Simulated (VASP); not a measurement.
# TlBr (Pm-3m) in VASP: further runs

The runs below take TlBr through single point, with PBE-based screened hybrid.

Program: VASP 6.6.1. These are calculated values, not measurements. Logs are shortened: lines on timing, memory, paths and dates and some standing lists are left out, and cuts for length are marked.

## 1. The cell of the first run

Symmetry: Pm-3m, No. 221, cubic system. Conventional cell: a = 3.995 Å, b = 3.995 Å, c = 3.995 Å, α = 90.00°, β = 90.00°, γ = 90.00°. Tl (site symmetry m-3m) has 8 Br at 3.46 Å and 6 Tl at 3.99 Å within 4.5 Å. Br (site symmetry m-3m) has 8 Tl at 3.46 Å and 6 Br at 3.99 Å within 4.5 Å.

## 2. Single point, PBE-based screened hybrid

Contents of POSCAR:

```
TlBr
1.0
    3.9949064678      0.0000000000      0.0000000000
    0.0000000000      3.9949064678      0.0000000000
    0.0000000000      0.0000000000      3.9949064678
Tl Br
1 1
Direct
    0.0000000000      0.0000000000      0.0000000000
    0.5000000000      0.5000000000      0.5000000000
```

Contents of INCAR.step1:

```
SYSTEM = TlBr
PREC = Accurate
ENCUT = 400
EDIFF = 1E-5
ISMEAR = 0
SIGMA = 0.01
LREAL = .False.
LASPH = .True.
NELM = 120
ALGO = Normal
ISIF = 2
LWAVE = .True.
LCHARG = .False.
NBANDS = 17
GGA = PE
GGA_COMPAT = .False.
```

Contents of INCAR.step2:

```
SYSTEM = TlBr
PREC = Accurate
ENCUT = 400
EDIFF = 1E-6
ISMEAR = 0
SIGMA = 0.01
LREAL = .False.
LASPH = .True.
NELM = 120
ALGO = Normal
ISIF = 2
LWAVE = .False.
LCHARG = .False.
GGA = PE
LHFCALC = .True.
AEXX = 0.2
HFSCREEN = 0.3
PRECFOCK = Normal
NBANDS = 17
ISTART = 1
GGA_COMPAT = .False.
```

Contents of KPOINTS:

```
Automatic mesh
0
Gamma
  4 4 4
  0 0 0
```

Potentials or basis: VASP PAW PBE potentials, release 64 (Tl_d, Br).

Run with:

```sh
$ cat potpaw_PBE.64/Tl_d/POTCAR potpaw_PBE.64/Br/POTCAR > POTCAR
$ cp INCAR.step1 INCAR
$ mpirun -np 1 vasp_std > vasp.out
$ cp INCAR.step2 INCAR
$ mpirun -np 1 vasp_std > vasp.out
```

OUTCAR:

```text
SYSTEM = TlBr
   PREC = Accurate
   ENCUT = 400
   EDIFF = 1E-6
   ISMEAR = 0
   LREAL = .False.
   LASPH = .True.
   NELM = 120
   ISIF = 2
   GGA = PE
   LHFCALC = .True.
   AEXX = 0.2
   HFSCREEN = 0.3
   PRECFOCK = Normal
   ISTART = 1

 ion  position               nearest neighbor table
   1  0.000  0.000  0.000-   2 3.46   2 3.46   2 3.46   2 3.46   2 3.46   2 3.46   2 3.46   2 3.46

   2  0.500  0.500  0.500-   1 3.46   1 3.46   1 3.46   1 3.46   1 3.46   1 3.46   1 3.46   1 3.46

  LATTYP: Found a simple cubic cell.
 ALAT       =     3.9949064678

  Lattice vectors:

 A1 = (   3.9949064678,   0.0000000000,   0.0000000000)
 A2 = (   0.0000000000,   3.9949064678,   0.0000000000)
 A3 = (   0.0000000000,   0.0000000000,   3.9949064678)

Analysis of symmetry for initial positions (statically):
=====================================================================
 Subroutine PRICEL returns:
 Original cell was already a primitive cell.

 Routine SETGRP: Setting up the symmetry group for a
 simple cubic supercell.

 Subroutine GETGRP returns: Found 48 space group operations
 (whereof 48 operations were pure point group operations)
 out of a pool of 48 trial point group operations.

The static configuration has the point symmetry O_h .

Analysis of symmetry for dynamics (positions and initial velocities):
=====================================================================
 Subroutine PRICEL returns:
 Original cell was already a primitive cell.

 Routine SETGRP: Setting up the symmetry group for a
 simple cubic supercell.

 Subroutine GETGRP returns: Found 48 space group operations
 (whereof 48 operations were pure point group operations)
 out of a pool of 48 trial point group operations.

The dynamic configuration has the point symmetry O_h .

 Subroutine INISYM returns: Found 48 space group operations
 (whereof 48 operations are pure point group operations),
 and found     1 'primitive' translations

----------------------------------------------------------------------------------------

                                     Primitive cell

  volume of cell :      63.7558

  direct lattice vectors                    reciprocal lattice vectors
     3.994906468  0.000000000  0.000000000     0.250318752  0.000000000  0.000000000
     0.000000000  3.994906468  0.000000000     0.000000000  0.250318752  0.000000000
[... 77 lines left out ...]
   ISYM   =      3    0-nonsym 1-usesym 2-fastsym
   POTIM  = 0.5000    time-step for ionic-motion
   TEBEG  =    0.0;   TEEND  =   0.0 temperature during run
   PSTRESS=    0.0 pullay stress
   NELECT =      20.0000    total number of electrons
   NUPDOWN=      -1.0000    fix difference up-down
   EMIN   =  10.00;   EMAX   =-10.00  energy-range for DOS
   EFERMI =   0.00;   METHOD = LEGACY
   ISMEAR =     0;   SIGMA  =   0.01  broadening in eV -4-tet -1-fermi 0-gaus
   EFERMI_NEDOS =   21; number of points for ismear=-14 and -15
   IALGO  =     38    algorithm
   IMIX   =      1    mixing-type and parameters
     AMIX     =   0.40;   BMIX     =  1.00
     AMIX_MAG =   1.60;   BMIX_MAG =  1.00
  volume/ion in A,a.u.               =      31.88       215.12
  Fermi-wavevector in a.u.,A,eV,Ry     =   1.112359  2.102053 16.835060  1.237342
  Thomas-Fermi vector in A             =   2.248932
   LORBIT       =      0    0 simple, 1 ext, 2 COOP (PROOUT), +10 PAW based schemes
   GGA     = PE    functional components
   LHFCALC =     T    Hartree Fock is set to
   PRECFOCK=normal    Normal, Fast or Accurate (Low or Medium for compatibility)
   ENCUT4O =  -1.0   cutoff for four orbital integrals eV
   NKREDX  =     1    reduce k-point grid by
   NKREDY  =     1    reduce k-point grid by
   NKREDZ  =     1    reduce k-point grid by
   AEXX    =    0.2000 exact exchange contribution
   HFSCREEN=    0.3000 screening length (either q_TF or 0.3 A-1)
   HFSCREENC=   0.3000 screening length for correlation (either q_TF or 0.3 A-1)
   ENCUTFOCK=  -1.0 apply spherical cutoff to Coloumb kernel
   IVDW    =     0    specifies the selected vdW correction
   LEPSILON=     F    determine dielectric tensor
   LRPA    =     F    only Hartree local field effects (RPA)
 non-spin polarized calculation
 Gauss-broadening in eV      SIGMA  =   0.01
  energy-cutoff  :      400.00
  volume of cell :       63.76
 maximum number of plane-waves:      1189
 NGX is ok and might be reduce to    28
  NGX = 20; NGY = 20; NGZ = 20

 number of electron      19.9999997 magnetization

 Free energy of the ion-electron system (eV)
  ---------------------------------------------------
  ext. energy  EPLUGINS =         0.00000000
  ---------------------------------------------------
  free energy    TOTEN  =        -6.20108237 eV

  energy without entropy =       -6.20108237  energy(sigma->0) =       -6.20108237

 E-fermi :   2.0043     XC(G=0):  -7.8288

 val. band max:        1.9421186990   @ k =   0.5000   0.0000   0.0000
 cond. band min:       4.2511881059   @ k =   0.5000   0.0000   0.0000
 fundamental gap:      2.3090694068
 Fermi energy:         2.0042578533

 k-point     1 :       0.0000    0.0000    0.0000
  band No.  band energies     occupation
      1     -12.7455      2.00000
      2      -9.1415      2.00000
      3      -9.1415      2.00000
      4      -8.9778      2.00000
      5      -8.9778      2.00000
      6      -8.9778      2.00000
[... 177 lines left out ...]
      4      -9.1049      2.00000
      5      -8.9211      2.00000
      6      -8.9211      2.00000
[... 9 lines left out ...]
     16      15.4517      0.00000
     17      18.9631      0.00000

------------------------ aborting loop because EDIFF is reached ----------------------------------------

  FORCE on cell =-STRESS in cart. coord.  units (eV):
  Direction    XX          YY          ZZ          XY          YZ          ZX
  --------------------------------------------------------------------------------------
  -------------------------------------------------------------------------------------
  Total        0.2895408      0.2895408      0.2895408      0.0000000      0.0000000     -0.0000000
  in kB        7.2761319      7.2761319      7.2761319      0.0000000      0.0000000     -0.0000000
  external PRESSURE =       7.2761319 kB  Pullay stress =       0.0000000 kB

 VOLUME and BASIS-vectors are now :
 -----------------------------------------------------------------------------
  energy-cutoff  :      400.00
  volume of cell :       63.76
      direct lattice vectors                 reciprocal lattice vectors
     3.994906468  0.000000000  0.000000000     0.250318752  0.000000000  0.000000000
     0.000000000  3.994906468  0.000000000     0.000000000  0.250318752  0.000000000
     0.000000000  0.000000000  3.994906468     0.000000000  0.000000000  0.250318752

 POSITION                                       TOTAL-FORCE (eV/Angst)
 -----------------------------------------------------------------------------------
      0.00000      0.00000      0.00000         0.000000      0.000000      0.000000
      1.99745      1.99745      1.99745         0.000000      0.000000      0.000000
 -----------------------------------------------------------------------------------
    total drift:                                0.000000      0.000000      0.000000

  FREE ENERGIE OF THE ION-ELECTRON SYSTEM (eV)
  ---------------------------------------------------
  free  energy   TOTEN  =        -6.2010823714 eV

  energy  without entropy=       -6.2010823714  energy(sigma->0) =       -6.20108237
```

OSZICAR.step1:

```text
N       E                     dE             d eps       ncg     rms          rms(c)
DAV:   1     0.850647753253E+02    0.85065E+02   -0.84209E+03   356   0.818E+02
DAV:   2    -0.261871944256E+01   -0.87683E+02   -0.84302E+02   439   0.198E+02
DAV:   3    -0.578777244633E+01   -0.31691E+01   -0.31611E+01   412   0.329E+01
DAV:   4    -0.580496089586E+01   -0.17188E-01   -0.17187E-01   418   0.299E+00
DAV:   5    -0.580513359744E+01   -0.17270E-03   -0.17270E-03   412   0.291E-01    0.271E+00
DAV:   6    -0.555295203345E+01    0.25218E+00   -0.37925E-01   351   0.297E+00    0.158E+00
DAV:   7    -0.552545531202E+01    0.27497E-01   -0.12289E-01   369   0.148E+00    0.855E-01
DAV:   8    -0.552606305893E+01   -0.60775E-03   -0.15668E-02   374   0.791E-01    0.165E-01
DAV:   9    -0.552584713318E+01    0.21593E-03   -0.11036E-03   375   0.174E-01    0.755E-02
DAV:  10    -0.552597852585E+01   -0.13139E-03   -0.25115E-04   350   0.813E-02    0.203E-02
DAV:  11    -0.552597910894E+01   -0.58309E-06   -0.20334E-05   328   0.306E-02
   1 F= -.55259791E+01 E0= -.55259791E+01  d E =-.196562E-24
```

Run time: 3.7 min. Hardware: 1 thread of Intel Xeon 6975P-C (Granite Rapids), shared host; peak memory 0.26 GiB.

Results:

```yaml
Free_energy: -6.2011 eV
Pressure: 0.7 GPa
Band_gap_on_the_k_mesh: 2.31 eV, direct
```

Caveat: the PAW data sets were made with another functional, which shifts forces and pressure a little; spin-orbit coupling is left out, which moves the levels of the heavy elements.

## 3. Single point, PBE-based screened hybrid

POSCAR is that of step 2.

Contents of INCAR.step1:

```
PREC     = Accurate       # precision mode
ENCUT    = 400            # plane-wave cutoff, eV
EDIFF    = 1E-5           # SCF threshold, eV
ISMEAR   = 0              # smearing method
SIGMA    = 0.01           # smearing width, eV
LREAL    = False          # projectors in reciprocal space
LASPH    = True           # aspherical terms in the spheres
NELM     = 120            # most SCF steps
ALGO     = Normal         # electronic algorithm
ISIF     = 2              # what is computed and relaxed
LWAVE    = True           # write WAVECAR
GGA      = PE             # functional
NBANDS   = 17             # bands
GGA_COMPAT= False
```

Contents of INCAR.step2:

```
PREC     = Accurate       # precision mode
ENCUT    = 400            # plane-wave cutoff, eV
EDIFF    = 1E-6           # SCF threshold, eV
ISMEAR   = 0              # smearing method
SIGMA    = 0.01           # smearing width, eV
LREAL    = False          # projectors in reciprocal space
LASPH    = True           # aspherical terms in the spheres
NELM     = 120            # most SCF steps
ALGO     = Normal         # electronic algorithm
ISIF     = 2              # what is computed and relaxed
LWAVE    = False          # write WAVECAR
LCHARG   = True           # write CHGCAR
GGA      = PE             # functional
LHFCALC  = True           # exact exchange
AEXX     = 0.4            # exact-exchange fraction
HFSCREEN = 0.5            # screening, 1/A
PRECFOCK = Normal       
LELF     = True           # ELF
LVHAR    = True         
ISTART   = 1            
NBANDS   = 17             # bands
GGA_COMPAT= False
```

Contents of KPOINTS:

```
Automatic mesh
0
Gamma
  4 4 4
```

Potentials or basis: VASP PAW PBE potentials, release 64 (Tl_d, Br).

Run with:

```sh
$ cat potpaw_PBE.64/Tl_d/POTCAR potpaw_PBE.64/Br/POTCAR > POTCAR
$ cp INCAR.step1 INCAR
$ mpirun -np 1 vasp_std > vasp.out
$ cp INCAR.step2 INCAR
$ mpirun -np 1 vasp_std > vasp.out
```

Run time: 3.8 min. Hardware: 1 thread of Intel Xeon 6975P-C (Granite Rapids), shared host; peak memory 0.26 GiB.

It converged, with:

```
Free energy            : -6.4284 eV
Pressure               : 0.6 GPa
Band gap on the k mesh : 2.38 eV, direct
```

Levels at points of the mesh, in eV from the valence-band top:
```csv
k point,band 7,band 8,band 9,band 10,band 11,band 12,band 13,band 14
"(0.00, 0.00, 0.00)",-4.64,-1.55,-1.55,-1.55,7.61,7.61,8.00,8.00
"(0.50, 0.00, 0.00)",-5.78,-1.06,-1.06,0.00,2.38,6.45,6.45,8.69
"(0.50, 0.50, 0.00)",-3.69,-3.20,-3.20,-0.97,5.47,5.47,8.19,8.35
"(0.50, 0.50, 0.50)",-2.62,-2.24,-2.24,-2.24,2.65,2.65,2.65,13.68
```

Caveat: the PAW data sets were made with another functional, which shifts forces and pressure a little; spin-orbit coupling is left out, which moves the levels of the heavy elements. A k mesh can miss the band edges.
